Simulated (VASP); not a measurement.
# MgI2 (Fm-3m) in VASP: a series of runs

Aim: see how the results for MgI2 move with the level of theory and the settings. Levels: PBE, PBE-based global hybrid with 100 % exact exchange, PBE-based global hybrid with 15 % exact exchange, PBE-based screened hybrid with 35 % exact exchange. Tasks: single point.

All numbers are computed with VASP 6.6.1; they aren't measurements. Logs are shortened: lines on timing, memory, paths and dates and some standing lists are left out, and cuts for length are marked.

## 1. The cell of the first run

The structure is cubic, space group Fm-3m (No. 225). Conventional cell: a = 7.511 Å, b = 7.511 Å, c = 7.511 Å, α = 90.00°, β = 90.00°, γ = 90.00°. Within 4.3 Å of Mg (site symmetry m-3m) lie 8 I at 3.25 Å. Within 4.3 Å of I (site symmetry -43m) lie 4 Mg at 3.25 Å and 6 I at 3.76 Å.

## 2. Single point, PBE

INCAR

```
SYSTEM = MgI2
  PREC = Accurate
  ENCUT = 520
  EDIFF = 1E-6
  ISMEAR = 0
  SIGMA = 0.01
  LREAL = .False.
  LASPH = .True.
  NELM = 60
  ALGO = Normal
  ISIF = 2
  LWAVE = .False.
  LCHARG = .False.
  GGA = PE
  NBANDS = 15
```

KPOINTS

```
Automatic mesh
0
Gamma
  4 4 4
  0 0 0
```

POSCAR

```
MgI2
1.0
    0.0000000000      3.7557205885      3.7557205885
    3.7557205885      0.0000000000      3.7557205885
    3.7557205885      3.7557205885      0.0000000000
Mg I
1 2
Direct
    0.0000000000      0.0000000000      0.0000000000
    0.2500000000      0.2500000000      0.2500000000
    0.7500000000      0.7500000000      0.7500000000
```

Potentials or basis: VASP PAW PBE potentials, release 64 (Mg, I).

On the command line:

```console
$ cat potpaw_PBE.64/Mg/POTCAR potpaw_PBE.64/I/POTCAR > POTCAR
$ mpirun -np 1 vasp_std > vasp.out
```

OUTCAR:

```text
SYSTEM = MgI2
   PREC = Accurate
   ENCUT = 520
   EDIFF = 1E-6
   ISMEAR = 0
   LREAL = .False.
   LASPH = .True.
   NELM = 60
   ISIF = 2
   GGA = PE

 ion  position               nearest neighbor table
   1  0.000  0.000  0.000-   3 3.25   3 3.25   3 3.25   2 3.25   2 3.25   2 3.25   3 3.25   2 3.25

   2  0.250  0.250  0.250-   1 3.25   1 3.25   1 3.25   1 3.25
   3  0.750  0.750  0.750-   1 3.25   1 3.25   1 3.25   1 3.25

  LATTYP: Found a face centered cubic cell.
 ALAT       =     7.5114411770

  Lattice vectors:

 A1 = (   0.0000000000,   3.7557205885,   3.7557205885)
 A2 = (   3.7557205885,   0.0000000000,   3.7557205885)
 A3 = (   3.7557205885,   3.7557205885,   0.0000000000)

Analysis of symmetry for initial positions (statically):
=====================================================================
 Subroutine PRICEL returns:
 Original cell was already a primitive cell.

 Routine SETGRP: Setting up the symmetry group for a
 face centered cubic supercell.

 Subroutine GETGRP returns: Found 48 space group operations
 (whereof 48 operations were pure point group operations)
 out of a pool of 48 trial point group operations.

The static configuration has the point symmetry O_h .

Analysis of symmetry for dynamics (positions and initial velocities):
=====================================================================
 Subroutine PRICEL returns:
 Original cell was already a primitive cell.

 Routine SETGRP: Setting up the symmetry group for a
 face centered cubic supercell.

 Subroutine GETGRP returns: Found 48 space group operations
 (whereof 48 operations were pure point group operations)
 out of a pool of 48 trial point group operations.

The dynamic configuration has the point symmetry O_h .

 Subroutine INISYM returns: Found 48 space group operations
 (whereof 48 operations are pure point group operations),
 and found     1 'primitive' translations

----------------------------------------------------------------------------------------

                                     Primitive cell

  volume of cell :     105.9522

  direct lattice vectors                    reciprocal lattice vectors
     0.000000000  3.755720589  3.755720589    -0.133130244  0.133130244  0.133130244
     3.755720589  0.000000000  3.755720589     0.133130244 -0.133130244  0.133130244
     3.755720589  3.755720589  0.000000000     0.133130244  0.133130244 -0.133130244

  length of vectors
     5.311390993  5.311390993  5.311390993     0.230588347  0.230588347  0.230588347
[... 77 lines left out ...]
   NELECT =      16.0000    total number of electrons
   NUPDOWN=      -1.0000    fix difference up-down
   EMIN   =  10.00;   EMAX   =-10.00  energy-range for DOS
   EFERMI =   0.00;   METHOD = LEGACY
   ISMEAR =     0;   SIGMA  =   0.01  broadening in eV -4-tet -1-fermi 0-gaus
   EFERMI_NEDOS =   21; number of points for ismear=-14 and -15
   IALGO  =     38    algorithm
   IMIX   =      4    mixing-type and parameters
     AMIX     =   0.40;   BMIX     =  1.00
     AMIX_MAG =   1.60;   BMIX_MAG =  1.00
  volume/ion in A,a.u.               =      35.32       238.33
  Fermi-wavevector in a.u.,A,eV,Ry     =   0.871789  1.647443 10.340654  0.760017
  Thomas-Fermi vector in A             =   1.990947
   LORBIT       =      0    0 simple, 1 ext, 2 COOP (PROOUT), +10 PAW based schemes
   GGA     = PE    functional components
   LHFCALC =     F    Hartree Fock is set to
   AEXX    =    0.0000 exact exchange contribution
   IVDW    =     0    specifies the selected vdW correction
   LEPSILON=     F    determine dielectric tensor
   LRPA    =     F    only Hartree local field effects (RPA)
 non-spin polarized calculation
 Gauss-broadening in eV      SIGMA  =   0.01
  energy-cutoff  :      520.00
  volume of cell :      105.95
 maximum number of plane-waves:      2884
   NGX = 19   NGY = 19   NGZ = 19

 number of electron      16.0000001 magnetization

 Free energy of the ion-electron system (eV)
  ---------------------------------------------------
  ext. energy  EPLUGINS =         0.00000000
  ---------------------------------------------------
  free energy    TOTEN  =        -6.39771400 eV

  energy without entropy =       -6.39771400  energy(sigma->0) =       -6.39771400

 E-fermi :   3.3568     XC(G=0):  -8.1185

 val. band max:        3.2647197305   @ k =   0.5000   0.5000   0.0000
 cond. band min:       3.8429751790   @ k =   0.0000   0.0000   0.0000
 fundamental gap:      0.5782554486
 Fermi energy:         3.3567556756

 k-point     1 :       0.0000    0.0000    0.0000
  band No.  band energies     occupation
      1      -9.6721      2.00000
      2      -8.1103      2.00000
      3       0.3077      2.00000
      4       0.3077      2.00000
      5       0.3077      2.00000
      6       2.1551      2.00000
      7       2.1551      2.00000
      8       2.1551      2.00000
      9       3.8430      0.00000
     10       6.3714      0.00000
     11       6.3714      0.00000
     12       6.3714      0.00000
     13       8.4427      0.00000
     14       8.4427      0.00000
[... 113 lines left out ...]
      2      -8.8636      2.00000
      3      -1.3857      2.00000
      4      -0.8007      2.00000
      5       0.8319      2.00000
      6       0.8319      2.00000
      7       2.9339      2.00000
      8       3.0698      2.00000
      9       5.1562      0.00000
     10       7.4175      0.00000
     11       8.6679      0.00000
     12       8.6679      0.00000
     13      10.8573      0.00000
     14      11.1073      0.00000
     15      11.1073      0.00000

------------------------ aborting loop because EDIFF is reached ----------------------------------------

  FORCE on cell =-STRESS in cart. coord.  units (eV):
  Direction    XX          YY          ZZ          XY          YZ          ZX
  --------------------------------------------------------------------------------------
  -------------------------------------------------------------------------------------
  Total        0.1092912      0.1092912      0.1092912      0.0000000      0.0000000      0.0000000
  in kB        1.6526688      1.6526688      1.6526688      0.0000000      0.0000000      0.0000000
  external PRESSURE =       1.6526688 kB  Pullay stress =       0.0000000 kB

 VOLUME and BASIS-vectors are now :
 -----------------------------------------------------------------------------
  energy-cutoff  :      520.00
  volume of cell :      105.95
      direct lattice vectors                 reciprocal lattice vectors
     0.000000000  3.755720589  3.755720589    -0.133130244  0.133130244  0.133130244
     3.755720589  0.000000000  3.755720589     0.133130244 -0.133130244  0.133130244
     3.755720589  3.755720589  0.000000000     0.133130244  0.133130244 -0.133130244

 POSITION                                       TOTAL-FORCE (eV/Angst)
 -----------------------------------------------------------------------------------
      0.00000      0.00000      0.00000         0.000000      0.000000      0.000000
      1.87786      1.87786      1.87786        -0.000000     -0.000000     -0.000000
      5.63358      5.63358      5.63358         0.000000      0.000000      0.000000
 -----------------------------------------------------------------------------------
    total drift:                                0.000000     -0.000000      0.000000

  FREE ENERGIE OF THE ION-ELECTRON SYSTEM (eV)
  ---------------------------------------------------
  free  energy   TOTEN  =        -6.3977140009 eV

  energy  without entropy=       -6.3977140009  energy(sigma->0) =       -6.39771400
```

OSZICAR:

```text
N       E                     dE             d eps       ncg     rms          rms(c)
DAV:   1     0.722770423261E+02    0.72277E+02   -0.56965E+03   240   0.838E+02
DAV:   2    -0.499411876528E+00   -0.72776E+02   -0.64977E+02   310   0.122E+02
DAV:   3    -0.674391629364E+01   -0.62445E+01   -0.62108E+01   310   0.424E+01
DAV:   4    -0.686803707325E+01   -0.12412E+00   -0.12411E+00   339   0.699E+00
DAV:   5    -0.686838953517E+01   -0.35246E-03   -0.35246E-03   296   0.416E-01    0.450E+00
DAV:   6    -0.649274770162E+01    0.37564E+00   -0.25015E-01   261   0.243E+00    0.284E+00
DAV:   7    -0.640043361187E+01    0.92314E-01   -0.19467E-01   254   0.215E+00    0.104E+00
DAV:   8    -0.639825429208E+01    0.21793E-02   -0.21757E-02   261   0.753E-01    0.104E-01
DAV:   9    -0.639769194705E+01    0.56235E-03   -0.16820E-03   268   0.240E-01    0.379E-02
DAV:  10    -0.639769722963E+01   -0.52826E-05   -0.10633E-04   283   0.576E-02    0.280E-02
DAV:  11    -0.639771497032E+01   -0.17741E-04   -0.22372E-05   261   0.295E-02    0.802E-03
DAV:  12    -0.639771370798E+01    0.12623E-05   -0.24290E-06   275   0.941E-03    0.295E-03
DAV:  13    -0.639771400088E+01   -0.29290E-06   -0.57792E-07   199   0.454E-03
   1 F= -.63977140E+01 E0= -.63977140E+01  d E =-.431471E-40
```

stdout:

```text
POSCAR found type information on POSCAR MgI
 POSCAR found :  2 types and       3 ions
 scaLAPACK will be used
 LDA part: xc-table for (Slater+PW92), standard interpolation
 POSCAR, INCAR and KPOINTS ok, starting setup
 FFT: planning ... GRIDC
 FFT: planning ... GRID_SOFT
 FFT: planning ... GRID
 WAVECAR not read
 entering main loop
```

It took 26 s on 1 thread of Intel Xeon Platinum 8375C at 2.90GHz (Ice Lake), shared host; peak memory 0.23 GiB.

What came out:

| Quantity | Value |
| --- | --- |
| Free energy | -6.3977 eV |
| Pressure | 0.2 GPa |
| Band gap on the k mesh | 0.58 eV (least direct gap 1.06 eV) |

Caveat: the structure was generated, so it needn't be the stable form of MgI2; semilocal functionals underestimate gaps, and a narrow one can read as zero; spin-orbit coupling is left out, which moves the levels of the heavy elements.

## 3. Single point, PBE-based global hybrid with 100 % exact exchange

POSCAR is that of step 2.

INCAR.step1

```
SYSTEM = MgI2
  PREC = Accurate
  ENCUT = 520
  EDIFF = 1E-5
  ISMEAR = 0
  SIGMA = 0.01
  LREAL = .False.
  LASPH = .True.
  NELM = 100
  ALGO = Normal
  ISIF = 2
  LWAVE = .True.
  LCHARG = .False.
  GGA = PE
  NBANDS = 15
```

INCAR.step2

```
SYSTEM = MgI2
  PREC = Accurate
  ENCUT = 520
  EDIFF = 1E-6
  ISMEAR = 0
  SIGMA = 0.01
  LREAL = .False.
  LASPH = .True.
  NELM = 100
  ALGO = Normal
  ISIF = 2
  LWAVE = .False.
  LCHARG = .False.
  GGA = PE
  LHFCALC = .True.
  AEXX = 1.0
  PRECFOCK = Normal
  ISTART = 1
  NBANDS = 15
  ALDAC = 1.0
  AGGAC = 1.0
```

KPOINTS

```
regular mesh
0
Gamma
  4 4 4
  0 0 0
```

Potentials or basis: VASP PAW PBE potentials, release 64 (Mg, I).

On the command line:

```console
$ cat potpaw_PBE.64/Mg/POTCAR potpaw_PBE.64/I/POTCAR > POTCAR
$ cp INCAR.step1 INCAR
$ mpirun -np 1 vasp_std > vasp.out
$ cp INCAR.step2 INCAR
$ mpirun -np 1 vasp_std > vasp.out
```

Wall time 36 min (1 thread of Intel Xeon Platinum 8375C at 2.90GHz (Ice Lake), shared host); peak memory 0.26 GiB.

The run converged. Its results:

```
Free energy            : -15.7230 eV
Pressure               : -2.5 GPa
Band gap on the k mesh : 7.10 eV (least direct gap 7.27 eV)
```

Levels at points of the mesh, in eV from the valence-band top:
```tsv
k point	band 6	band 7	band 8	band 9	band 10	band 11
(0.00, 0.00, 0.00)	-1.50	-1.50	-1.50	7.10	9.46	9.46
(0.50, 0.00, 0.00)	-3.22	-3.02	-3.02	9.40	12.03	12.03
(0.50, 0.50, 0.00)	-0.68	-0.68	0.00	7.27	10.81	13.51
```

Caveat: the structure was generated, so it needn't be the stable form of MgI2; the PAW data sets were made with another functional, which shifts forces and pressure a little; spin-orbit coupling is left out, which moves the levels of the heavy elements. A k mesh can miss the band edges.

## 4. Single point, PBE-based global hybrid with 15 % exact exchange

POSCAR is that of step 3.

INCAR.step1

```
PREC = Accurate
ENCUT = 520
EDIFF = 1E-5
ISMEAR = 0
SIGMA = 0.01
LREAL = False
LASPH = True
NELM = 60
ALGO = Normal
ISIF = 2
LWAVE = True
LCHARG = False
GGA = PE
NBANDS = 15
```

INCAR.step2

```
PREC = Accurate
ENCUT = 520
EDIFF = 1E-6
ISMEAR = 0
SIGMA = 0.01
LREAL = False
LASPH = True
NELM = 60
ALGO = Normal
ISIF = 2
LWAVE = False
LCHARG = False
GGA = PE
LHFCALC = True
AEXX = 0.15
PRECFOCK = Normal
ISTART = 1
NBANDS = 15
```

KPOINTS

```
regular mesh
0
Gamma
  4 4 4
```

On the command line:

```console
$ cat potpaw_PBE.64/Mg/POTCAR potpaw_PBE.64/I/POTCAR > POTCAR
$ cp INCAR.step1 INCAR
$ mpirun -np 1 vasp_std > vasp.out
$ cp INCAR.step2 INCAR
$ mpirun -np 1 vasp_std > vasp.out
```

It took 21 min on 1 thread of Intel Xeon Platinum 8375C at 2.90GHz (Ice Lake), shared host; peak memory 0.25 GiB.

It converged, with:

| Quantity | Value |
| --- | --- |
| Free energy | -7.6166 eV |
| Pressure | -0.3 GPa |
| Band gap on the k mesh | 1.44 eV (least direct gap 1.92 eV) |

Levels at points of the mesh, in eV from the valence-band top:
```tsv
k point	band 6	band 7	band 8	band 9	band 10	band 11
(0.00, 0.00, 0.00)	-1.17	-1.17	-1.17	1.44	4.01	4.01
(0.50, 0.00, 0.00)	-2.65	-2.39	-2.39	3.60	6.07	6.07
(0.50, 0.50, 0.00)	-0.53	-0.53	0.00	1.92	5.03	7.48
```

Caveat: the structure was generated, so it needn't be the stable form of MgI2; the PAW data sets were made with another functional, which shifts forces and pressure a little; spin-orbit coupling is left out, which moves the levels of the heavy elements.

## 5. Single point, PBE-based screened hybrid with 35 % exact exchange

POSCAR is that of step 4.

INCAR.step1

```
ALGO = Normal
EDIFF = 1E-5
ENCUT = 520
GGA = PE
ISIF = 2
ISMEAR = 0
LASPH = True
LREAL = False
LWAVE = True
NBANDS = 15
NELM = 60
PREC = Accurate
SIGMA = 0.01
```

INCAR.step2

```
AEXX = 0.35
ALGO = Normal
EDIFF = 1E-6
ENCUT = 520
GGA = PE
HFSCREEN = 0.2078
ISIF = 2
ISMEAR = 0
ISTART = 1
LASPH = True
LCHARG = True
LELF = True
LHFCALC = True
LREAL = False
LVHAR = True
LWAVE = False
NBANDS = 15
NELM = 60
PREC = Accurate
PRECFOCK = Normal
SIGMA = 0.01
```

KPOINTS

```
k-points
0
Gamma
  4 4 4
```

On the command line:

```console
$ cat potpaw_PBE.64/Mg/POTCAR potpaw_PBE.64/I/POTCAR > POTCAR
$ cp INCAR.step1 INCAR
$ mpirun -np 1 vasp_std > vasp.out
$ cp INCAR.step2 INCAR
$ mpirun -np 1 vasp_std > vasp.out
```

Run time: 26 min. Hardware: 1 thread of Intel Xeon Platinum 8375C at 2.90GHz (Ice Lake), shared host; peak memory 0.36 GiB.

The run converged. Its results:

| Property | Result |
| --- | --- |
| Free energy | -8.3691 eV |
| Pressure | -0.8 GPa |
| Band gap on the k mesh | 1.71 eV (least direct gap 2.12 eV) |

Levels at points of the mesh, in eV from the valence-band top:
```tsv
k point	band 6	band 7	band 8	band 9	band 10	band 11
(0.00, 0.00, 0.00)	-1.24	-1.24	-1.24	1.71	4.25	4.25
(0.50, 0.00, 0.00)	-2.76	-2.50	-2.50	3.87	6.41	6.41
(0.50, 0.50, 0.00)	-0.56	-0.56	0.00	2.12	5.35	7.85
```

Caveat: the structure was generated, so it needn't be the stable form of MgI2; the PAW data sets were made with another functional, which shifts forces and pressure a little; spin-orbit coupling is left out, which moves the levels of the heavy elements. A k mesh can miss the band edges.

## 6. The runs side by side

```csv
level,grid for exact exchange (PRECFOCK),share of exact exchange,screening parameter,gap on the mesh (eV),pressure (GPa)
PBE,-,-,-,0.58,0.2
PBE-based global hybrid with 100 % exact exchange,Normal,1,-,7.10,-2.5
PBE-based global hybrid with 15 % exact exchange,Normal,0.15,-,1.44,-0.3
PBE-based screened hybrid with 35 % exact exchange,Normal,0.35,0.2078 1/Å,1.71,-0.8
```

Alike in all rows: task single point; potentials or basis VASP PAW PBE potentials, release 64 (Mg, I); no spin polarisation; cell as given; k mesh 4 × 4 × 4; cutoff (eV) 520; smearing gaussian 0.01 eV.

On the cell as given the gap runs from 0.58 eV (PBE) to 7.10 eV (PBE-based global hybrid with 100 % exact exchange). The pressure there spans -2.5 GPa (PBE-based global hybrid with 100 % exact exchange) to 0.2 GPa (PBE); a positive pressure means that this level wants a larger cell, a negative one a smaller.

Caveats: the structure was generated, so it needn't be the stable form of MgI2; spin-orbit coupling is left out, which moves the levels of the heavy elements; the PAW data sets were made with another functional, which shifts forces and pressure a little (at least some runs); semilocal functionals underestimate gaps, and a narrow one can read as zero (at least some runs).

Total energies depend on the potentials used, so only differences within one code and one set of settings carry meaning.
